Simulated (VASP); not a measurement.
# Lu (Im-3m) in VASP: further runs

The runs below take Lu through relaxation of cell and atoms, with r2SCAN.

Everything below comes from runs of VASP 6.6.1. Logs are shortened: lines on timing, memory, paths and dates and some standing lists are left out, and cuts for length are marked.

## (1) The cell of the first run

It takes space group Im-3m (No. 229, cubic). Conventional cell: a = 3.890 Å, b = 3.890 Å, c = 3.890 Å, α = 90.00°, β = 90.00°, γ = 90.00°. Lu (site symmetry m-3m) has 14 Lu at 3.37 to 3.89 Å within 4.4 Å.

This isn't the form of Lu at room conditions, which is hcp.

## (2) Relaxation of cell and atoms, r2SCAN, target pressure 10 GPa, at which the enthalpy is minimised

File POSCAR:

```
Lu
1.0
   -1.9450000000      1.9450000000      1.9450000000
    1.9450000000     -1.9450000000      1.9450000000
    1.9450000000      1.9450000000     -1.9450000000
Lu
1
Direct
    0.0000000000      0.0000000000      0.0000000000
```

File INCAR.step1:

```
SYSTEM = Lu
  PREC = Accurate
  ENCUT = 660
  ISMEAR = 1
  SIGMA = 0.05
  LREAL = .False.
  LASPH = .True.
  NELM = 120
  GGA = PE
  ALGO = Normal
  EDIFF = 1E-5
  LWAVE = .True.
  LCHARG = .False.
  GGA_COMPAT = .False.
  IBRION = 2
  ISIF = 3
  EDIFFG = -0.005
  NELMIN = 4
  NSW = 100
```

File INCAR.step2:

```
SYSTEM = Lu
  PREC = Accurate
  ENCUT = 660
  EDIFF = 1E-7
  ISMEAR = 1
  SIGMA = 0.05
  LREAL = .False.
  LASPH = .True.
  NELM = 120
  ALGO = Normal
  ISIF = 3
  LWAVE = .False.
  LCHARG = .False.
  METAGGA = R2SCAN
  LMIXTAU = .True.
  IBRION = 2
  NSW = 80
  EDIFFG = -0.02
  PSTRESS = 100.0
  ISTART = 1
  GGA_COMPAT = .False.
  NELMIN = 4
```

File KPOINTS:

```
regular mesh
0
Gamma
  8 8 8
  0 0 0
```

Potentials or basis: VASP PAW PBE potentials, release 64 (Lu).

Run with:

```console
$ cat potpaw_PBE.64/Lu/POTCAR > POTCAR
$ cp INCAR.step1 INCAR
$ mpirun -np 1 vasp_std > vasp.out
$ cp INCAR.step2 INCAR
$ mpirun -np 1 vasp_std > vasp.out
```

OUTCAR:

```text
SYSTEM = Lu
   PREC = Accurate
   ENCUT = 660
   EDIFF = 1E-7
   ISMEAR = 1
   LREAL = .False.
   LASPH = .True.
   NELM = 120
   ISIF = 3
   METAGGA = R2SCAN
   IBRION = 2
   NSW = 80
   EDIFFG = -0.02
   PSTRESS = 100.0
   ISTART = 1
   NELMIN = 4

 ion  position               nearest neighbor table
   1  0.000  0.000  0.000-

  LATTYP: Found a body centered cubic cell.
 ALAT       =     3.8900000000

  Lattice vectors:

 A1 = (  -1.9450000000,   1.9450000000,   1.9450000000)
 A2 = (   1.9450000000,  -1.9450000000,   1.9450000000)
 A3 = (   1.9450000000,   1.9450000000,  -1.9450000000)

Analysis of symmetry for initial positions (statically):
=====================================================================
 Subroutine PRICEL returns:
 Original cell was already a primitive cell.

 Routine SETGRP: Setting up the symmetry group for a
 body centered cubic supercell.

 Subroutine GETGRP returns: Found 48 space group operations
 (whereof 48 operations were pure point group operations)
 out of a pool of 48 trial point group operations.

The static configuration has the point symmetry O_h .

Analysis of symmetry for dynamics (positions and initial velocities):
=====================================================================
 Subroutine PRICEL returns:
 Original cell was already a primitive cell.

 Routine SETGRP: Setting up the symmetry group for a
 body centered cubic supercell.

 Subroutine GETGRP returns: Found 48 space group operations
 (whereof 48 operations were pure point group operations)
 out of a pool of 48 trial point group operations.

The dynamic configuration has the point symmetry O_h .

 Subroutine INISYM returns: Found 48 space group operations
 (whereof 48 operations are pure point group operations),
 and found     1 'primitive' translations

----------------------------------------------------------------------------------------

                                     Primitive cell

  volume of cell :      29.4319

  direct lattice vectors                    reciprocal lattice vectors
    -1.945000000  1.945000000  1.945000000     0.000000000  0.257069409  0.257069409
     1.945000000 -1.945000000  1.945000000     0.257069409  0.000000000  0.257069409
     1.945000000  1.945000000 -1.945000000     0.257069409  0.257069409  0.000000000

  length of vectors
     3.368838821  3.368838821  3.368838821     0.363551044  0.363551044  0.363551044

  position of ions in fractional coordinates (direct lattice)
     0.000000000  0.000000000  0.000000000

  ion indices of the primitive-cell ions
   primitive index   ion index
                 1           1

----------------------------------------------------------------------------------------

 KPOINTS: regular mesh

Automatic generation of k-mesh.
 Grid dimensions read from file:
 generate k-points for:    8    8    8

 Generating k-lattice:

  Cartesian coordinates                     Fractional coordinates (reciprocal lattice)
     0.000000000  0.032133676  0.032133676     0.125000000  0.000000000  0.000000000
     0.032133676  0.000000000  0.032133676     0.000000000  0.125000000  0.000000000
     0.032133676  0.032133676  0.000000000     0.000000000  0.000000000  0.125000000

  Length of vectors
     0.045443881  0.045443881  0.045443881

  Shift w.r.t. Gamma in fractional coordinates (k-lattice)
     0.000000000  0.000000000  0.000000000

 Subroutine IBZKPT returns following result:
 ===========================================

 Found     29 irreducible k-points:

 Following reciprocal coordinates:
            Coordinates               Weight
  0.000000  0.000000  0.000000      1.000000
  0.125000  0.000000  0.000000     12.000000
  0.250000  0.000000  0.000000     12.000000
  0.375000  0.000000  0.000000     12.000000
  0.500000  0.000000  0.000000      6.000000
  0.125000  0.125000  0.000000     24.000000
[... 16 lines left out ...]
 -0.250000  0.250000  0.250000      6.000000
 -0.375000  0.375000  0.250000     24.000000
 [... further k-points ...]
   k-points           NKPTS =     29   k-points in BZ     NKDIM =     29   number of bands    NBANDS=     16
   number of dos      NEDOS =    301   number of ions     NIONS =      1
   total plane-waves  NPLWV =  21952
   dimension x,y,z NGX =    28 NGY =   28 NGZ =   28
   dimension x,y,z NGXF=    56 NGYF=   56 NGZF=   56
   ions per type =               1
   NGX,Y,Z   is equivalent  to a cutoff of  13.82, 13.82, 13.82 a.u.
   NGXF,Y,Z  is equivalent  to a cutoff of  27.63, 27.63, 27.63 a.u.
 SYSTEM =  Lu
   PREC   = accura    normal or accurate (medium, high low for compatibility)
   ISTART =      1    job   : 0-new  1-cont  2-samecut
   ICHARG =      0    charge: 1-file 2-atom 10-const
   ISPIN  =      1    spin polarized calculation?
   LNONCOLLINEAR =      F non collinear calculations
   LSORBIT =      F    spin-orbit coupling
   LASPH  =      T    aspherical Exc in radial PAW
   ENCUT  =  660.0 eV  48.51 Ry    6.96 a.u.   7.06  7.06  7.06*2*pi/ulx,y,z
   NELM   =    120;   NELMIN=  4; NELMDL=  0     # of ELM steps
   EDIFF  = 0.1E-06   stopping-criterion for ELM
   LREAL  =      F    real-space projection
   EDIFFG = -.2E-01   stopping-criterion for IOM
   NSW    =     80    number of steps for IOM
   IBRION =      2    ionic relax: 0-MD 1-quasi-New 2-CG
   NFREE  =      1    steps in history (QN), initial steepest desc. (CG)
   ISIF   =      3    stress and relaxation
   ISYM   =      2    0-nonsym 1-usesym 2-fastsym
   POTIM  = 0.5000    time-step for ionic-motion
   TEBEG  =    0.0;   TEEND  =   0.0 temperature during run
   PSTRESS=  100.0 pullay stress
   NELECT =      25.0000    total number of electrons
   NUPDOWN=      -1.0000    fix difference up-down
   EMIN   =  10.00;   EMAX   =-10.00  energy-range for DOS
   EFERMI =   0.00;   METHOD = LEGACY
   ISMEAR =     1;   SIGMA  =   0.05  broadening in eV -4-tet -1-fermi 0-gaus
   EFERMI_NEDOS =   21; number of points for ismear=-14 and -15
   IALGO  =     38    algorithm
   IMIX   =      4    mixing-type and parameters
     AMIX     =   0.40;   BMIX     =  1.00
     AMIX_MAG =   1.60;   BMIX_MAG =  1.00
  volume/ion in A,a.u.               =      29.43       198.62
  Fermi-wavevector in a.u.,A,eV,Ry     =   1.550417  2.929864 32.705594  2.403793
  Thomas-Fermi vector in A             =   2.655083
   LORBIT       =      0    0 simple, 1 ext, 2 COOP (PROOUT), +10 PAW based schemes
   METAGGA = R2SCAN    functional components
   LHFCALC =     F    Hartree Fock is set to
   AEXX    =    0.0000 exact exchange contribution
   IVDW    =     0    specifies the selected vdW correction
   LEPSILON=     F    determine dielectric tensor
   LRPA    =     F    only Hartree local field effects (RPA)
 conjugate gradient relaxation of ions
 non-spin polarized calculation
 Methfessel and Paxton  Order N= 1 SIGMA  =   0.05
  energy-cutoff  :      660.00
  volume of cell :       29.43
 maximum number of plane-waves:      1157
   NGX = 15   NGY = 15   NGZ = 15

--------------------------------------- Ionic step        1  -------------------------------------------

 number of electron      24.9999992 magnetization

 Free energy of the ion-electron system (eV)
  ---------------------------------------------------
  ext. energy  EPLUGINS =         0.00000000
  ---------------------------------------------------
  free energy    TOTEN  =       -37.94433630 eV

  energy without entropy =      -37.94465255  energy(sigma->0) =      -37.94444172

------------------------ aborting loop because EDIFF is reached ----------------------------------------

  FORCE on cell =-STRESS in cart. coord.  units (eV):
  Direction    XX          YY          ZZ          XY          YZ          ZX
  --------------------------------------------------------------------------------------
  -------------------------------------------------------------------------------------
  Total        0.0662648      0.0662648      0.0662648     -0.0000000     -0.0000000      0.0000000
  in kB        3.6072348      3.6072348      3.6072348     -0.0000000     -0.0000000      0.0000000
  external PRESSURE =     -96.3927652 kB  Pullay stress =     100.0000000 kB

 VOLUME and BASIS-vectors are now :
 -----------------------------------------------------------------------------
  energy-cutoff  :      660.00
  volume of cell :       29.43
      direct lattice vectors                 reciprocal lattice vectors
    -1.945000000  1.945000000  1.945000000     0.000000000  0.257069409  0.257069409
     1.945000000 -1.945000000  1.945000000     0.257069409  0.000000000  0.257069409
     1.945000000  1.945000000 -1.945000000     0.257069409  0.257069409  0.000000000
[... 7 lines left out ...]
  FREE ENERGIE OF THE ION-ELECTRON SYSTEM (eV)
  ---------------------------------------------------
  free  energy   TOTEN  =       -37.9443363007 eV

  energy  without entropy=      -37.9446525509  energy(sigma->0) =      -37.94444172

  enthalpy is  TOTEN    =       -36.1073402361 eV   P V=        1.8369960646

--------------------------------------- Ionic step        2  -------------------------------------------

 number of electron      24.9999995 magnetization

 E-fermi :   3.4853     XC(G=0): -13.0601

 val. band max:        3.4425357035   @ k =  -0.2500   0.3750   0.1250
 cond. band min:       3.5214104742   @ k =   0.2500   0.1250   0.1250
 fundamental gap:      0.0788747707
 Fermi energy:         3.4853209875

 k-point     1 :       0.0000    0.0000    0.0000
  band No.  band energies     occupation
      1     -54.1890      2.00000
      2     -23.7034      2.00000
      3     -23.7034      2.00000
      4     -23.7034      2.00000
      5      -3.6137      2.00000
      6      -1.6012      2.00000
[... 8 lines left out ...]
     15       6.1742      0.00000
     16       8.9090      0.00000
[... 502 lines left out ...]
  FREE ENERGIE OF THE ION-ELECTRON SYSTEM (eV)
  ---------------------------------------------------
  free  energy   TOTEN  =       -37.8157951047 eV

  energy  without entropy=      -37.8144936660  energy(sigma->0) =      -37.81536129

  enthalpy is  TOTEN    =       -36.2429867352 eV   P V=        1.5728083694

--------------------------------------- Ionic step        4  -------------------------------------------

 number of electron      25.0000000 magnetization

 Free energy of the ion-electron system (eV)
  ---------------------------------------------------
  ext. energy  EPLUGINS =         0.00000000
  ---------------------------------------------------
  free energy    TOTEN  =       -37.81072742 eV

  energy without entropy =      -37.80935949  energy(sigma->0) =      -37.81027144

 E-fermi :   2.9795     XC(G=0): -12.4137

 val. band max:        2.9731941330   @ k =   0.3750   0.1250   0.1250
 cond. band min:       3.0541752064   @ k =   0.2500   0.1250   0.1250
 fundamental gap:      0.0809810734
 Fermi energy:         2.9795284583

 k-point     1 :       0.0000    0.0000    0.0000
  band No.  band energies     occupation
      1     -54.8509      2.00000
      2     -24.4946      2.00000
      3     -24.4946      2.00000
      4     -24.4946      2.00000
      5      -3.8628      2.00000
      6      -2.1933      2.00000
[... 8 lines left out ...]
     15       5.5770      0.00000
     16       8.0824      0.00000
[... 459 lines left out ...]
 POSITION                                       TOTAL-FORCE (eV/Angst)
 -----------------------------------------------------------------------------------
      0.00000      0.00000      3.68987        -0.000000      0.000000     -0.000000
 -----------------------------------------------------------------------------------
    total drift:                                0.000000     -0.000000      0.000000

  FREE ENERGIE OF THE ION-ELECTRON SYSTEM (eV)
  ---------------------------------------------------
  free  energy   TOTEN  =       -37.8107274169 eV

  energy  without entropy=      -37.8093594878  energy(sigma->0) =      -37.81027144

  enthalpy is  TOTEN    =       -36.2429264918 eV   P V=        1.5678009251

 reached required accuracy - stopping structural energy minimisation
```

It used 1100 s of CPU time on 1 thread of Intel(R) Xeon(R) Platinum 8488C (Sapphire Rapids), with other jobs on the host.

Results:

```yaml
Free_energy: -37.8107 eV
Relaxed_volume: 25.12 Å³/atom
Relaxed_cell: a = 3.196 Å, b = 3.196 Å, c = 3.196 Å, α = 109.47°, β = 109.47°, γ = 109.47°
Space_group_after_relaxing_to_0.1_Å: Im-3m (No. 229)
Energy_change_on_relaxing_the_run_minimises_the_enthalpy: +133.6 meV/atom
Ionic_steps: 4
Pressure_after_relaxing: 10.0 GPa
Band_gap_on_the_k_mesh: zero (an odd number of electrons rules out a gap without spin polarisation)
```

The path:
```tsv
step	energy change (eV)	largest force (eV/Å)	pressure (GPa)	volume (Å³)
1	0.0000	0.0000	0.36	29.43
2	0.3601	0.0000	18.13	22.52
3	0.1285	0.0000	9.84	25.20
4	0.1336	0.0000	10.01	25.12
```

Final structure:
```xyz
1
Lattice="-1.8449 1.8449 1.8449 1.8449 -1.8449 1.8449 1.8449 1.8449 -1.8449" Properties=species:S:1:pos:R:3 pbc="T T T"
Lu    0.0000    0.0000    3.6899
```

Caveat: the cell is relaxed towards a set pressure, so the run minimises the enthalpy, not the energy; the PAW data sets were made with another functional, which shifts forces and pressure a little; spin-orbit coupling is left out, which moves the levels of the heavy elements.

## (3) Relaxation of cell and atoms, r2SCAN, target pressure 20 GPa, at which the enthalpy is minimised

POSCAR is that of step 2.

File INCAR.step1:

```
PREC = Accurate
ENCUT = 660
ISMEAR = 1
SIGMA = 0.05
LREAL = F
LASPH = T
NELM = 120
GGA = PE
ALGO = Normal
EDIFF = 1E-5
LWAVE = T
LCHARG = F
GGA_COMPAT = F
IBRION = 2
ISIF = 3
EDIFFG = -0.005
NELMIN = 4
NSW = 100
```

File INCAR.step2:

```
PREC = Accurate
ENCUT = 660
EDIFF = 1E-7
ISMEAR = 1
SIGMA = 0.05
LREAL = F
LASPH = T
NELM = 120
ALGO = Normal
ISIF = 3
LWAVE = F
LCHARG = F
METAGGA = R2SCAN
LMIXTAU = T
IBRION = 2
NSW = 80
EDIFFG = -0.02
PSTRESS = 200.0
ISTART = 1
GGA_COMPAT = F
NELMIN = 4
```

File KPOINTS:

```
regular mesh
0
Gamma
  8 8 8
```

Potentials or basis: VASP PAW PBE potentials, release 64 (Lu).

Run with:

```console
$ cat potpaw_PBE.64/Lu/POTCAR > POTCAR
$ cp INCAR.step1 INCAR
$ mpirun -np 1 vasp_std > vasp.out
$ cp INCAR.step2 INCAR
$ mpirun -np 1 vasp_std > vasp.out
```

OUTCAR:

```text
PREC = Accurate
   ENCUT = 660
   EDIFF = 1E-7
   ISMEAR = 1
   LREAL = F
   LASPH = T
   NELM = 120
   ISIF = 3
   METAGGA = R2SCAN
   IBRION = 2
   NSW = 80
   EDIFFG = -0.02
   PSTRESS = 200.0
   ISTART = 1
   NELMIN = 4

 ion  position               nearest neighbor table
   1  0.000  0.000  0.000-

  LATTYP: Found a body centered cubic cell.
 ALAT       =     3.8900000000

  Lattice vectors:

 A1 = (  -1.9450000000,   1.9450000000,   1.9450000000)
 A2 = (   1.9450000000,  -1.9450000000,   1.9450000000)
 A3 = (   1.9450000000,   1.9450000000,  -1.9450000000)

Analysis of symmetry for initial positions (statically):
=====================================================================
 Subroutine PRICEL returns:
 Original cell was already a primitive cell.

 Routine SETGRP: Setting up the symmetry group for a
 body centered cubic supercell.
[... 165 lines left out ...]

  energy without entropy =      -37.94465255  energy(sigma->0) =      -37.94444172

 E-fermi :   2.2936     XC(G=0): -11.5409

 val. band max:        2.2923209246   @ k =   0.3750   0.1250   0.1250
 cond. band min:       2.2993771513   @ k =  -0.3750  -0.3750   0.1250
 fundamental gap:      0.0070562267
 Fermi energy:         2.2935623776

 k-point     1 :       0.0000    0.0000    0.0000
  band No.  band energies     occupation
      1     -55.8631      2.00000
      2     -25.6242      2.00000
      3     -25.6242      2.00000
      4     -25.6242      2.00000
      5      -4.1124      2.00000
      6      -3.1072      2.00000
[... 705 lines left out ...]
--------------------------------------- Ionic step        8  -------------------------------------------

 number of electron      25.0000002 magnetization

 Free energy of the ion-electron system (eV)
  ---------------------------------------------------
  ext. energy  EPLUGINS =         0.00000000
  ---------------------------------------------------
  free energy    TOTEN  =       -37.53717895 eV

  energy without entropy =      -37.53778367  energy(sigma->0) =      -37.53738052

 E-fermi :   3.5440     XC(G=0): -13.1683

 val. band max:        3.5081463237   @ k =  -0.3750  -0.3750   0.1250
 cond. band min:       3.5835484974   @ k =   0.2500   0.1250   0.1250
 fundamental gap:      0.0754021737
 Fermi energy:         3.5439864847

 k-point     1 :       0.0000    0.0000    0.0000
  band No.  band energies     occupation
      1     -54.0906      2.00000
      2     -23.5786      2.00000
      3     -23.5786      2.00000
      4     -23.5786      2.00000
      5      -3.5677      2.00000
      6      -1.5118      2.00000
[... 479 lines left out ...]
  energy  without entropy=      -37.5377836668  energy(sigma->0) =      -37.53738052

  enthalpy is  TOTEN    =       -34.7753742797 eV   P V=        2.7618046737

 reached required accuracy - stopping structural energy minimisation
```

OSZICAR.step1:

```text
N       E                     dE             d eps       ncg     rms          rms(c)
DAV:   1     0.941280513402E+02    0.94128E+02   -0.12230E+04  1128   0.608E+03
DAV:   2     0.125633310978E+01   -0.92872E+02   -0.91432E+02  1016   0.402E+02
DAV:   3    -0.422065691600E+01   -0.54770E+01   -0.54589E+01  1192   0.782E+01
[... 681 lines left out ...]
DAV:   3    -0.438123739386E+01    0.23185E-03   -0.15850E-03  1544   0.202E-01    0.350E-02
DAV:   4    -0.438130431521E+01   -0.66921E-04   -0.11596E-04  1496   0.964E-02    0.312E-02
DAV:   5    -0.438139892535E+01   -0.94610E-04   -0.18310E-04  1688   0.101E-01    0.101E-02
DAV:   6    -0.438140208773E+01   -0.31624E-05   -0.54857E-06   592   0.168E-02
  92 F= -.43814021E+01 E0= -.43813391E+01  d E =-.454120E-04
       N       E                     dE             d eps       ncg     rms          rms(c)
DAV:   1    -0.438446827270E+
```

Wall time 26 min (1 thread of Intel Xeon Platinum 8488C (Sapphire Rapids), shared host); peak memory 0.21 GiB.

What came out:

```
Free energy                                                : -37.5372 eV
Relaxed volume                                             : 22.12 Å³/atom
Relaxed cell                                               : a = 3.063 Å, b = 3.063 Å, c = 3.063 Å, α = 109.47°, β = 109.47°, γ = 109.47°
Space group after relaxing (to 0.1 Å)                      : Im-3m (No. 229)
Energy change on relaxing (the run minimises the enthalpy) : +407.2 meV/atom
Ionic steps                                                : 8
Pressure after relaxing                                    : 20.0 GPa
Band gap on the k mesh                                     : zero (an odd number of electrons rules out a gap without spin polarisation)
```

The path:
| step | energy change (eV) | largest force (eV/Å) | pressure (GPa) | volume (Å³) |
| --- | --- | --- | --- | --- |
| 1 | 0.0000 | 0.0000 | 0.36 | 29.43 |
| 2 | 1.7443 | 0.0000 | 62.93 | 16.58 |
| 3 | 0.3384 | 0.0000 | 17.28 | 22.71 |
| 4 | 0.4011 | 0.0000 | 19.80 | 22.17 |
| 5 | 0.4178 | 0.0000 | 20.36 | 22.04 |
| 6 | 0.3996 | 0.0000 | 19.73 | 22.19 |
| 7 | 0.4022 | 0.0000 | 19.83 | 22.16 |
| 8 | 0.4072 | 0.0000 | 19.99 | 22.12 |

Final structure:
```
CELL_PARAMETERS angstrom
-1.76850 1.76850 1.76850
1.76850 -1.76850 1.76850
1.76850 1.76850 -1.76850
ATOMIC_POSITIONS crystal
Lu 0.00000 0.00000 0.00000
```

Levels at points of the mesh, in eV from the Fermi level:
```csv
k point,band 8,band 9,band 10,band 11,band 12,band 13,band 14,band 15,band 16
"(0.00, 0.00, 0.00)",-5.06,-4.87,-4.87,-4.87,-4.82,2.72,2.72,2.72,5.50
"(0.50, 0.00, 0.00)",-4.91,-4.88,-4.88,-4.85,-3.23,0.21,1.50,5.58,6.74
"(0.50, 0.50, 0.50)",-4.97,-4.85,-4.85,-4.85,-2.71,-2.71,8.36,8.36,8.36
```

Caveat: the cell is relaxed towards a set pressure, so the run minimises the enthalpy, not the energy; the volume moved by over 15 % at a fixed basis, so the end points are rough; the PAW data sets were made with another functional, which shifts forces and pressure a little; spin-orbit coupling is left out, which moves the levels of the heavy elements.

The gap in the log of VASP goes by the Fermi energy; the results here count the filled bands.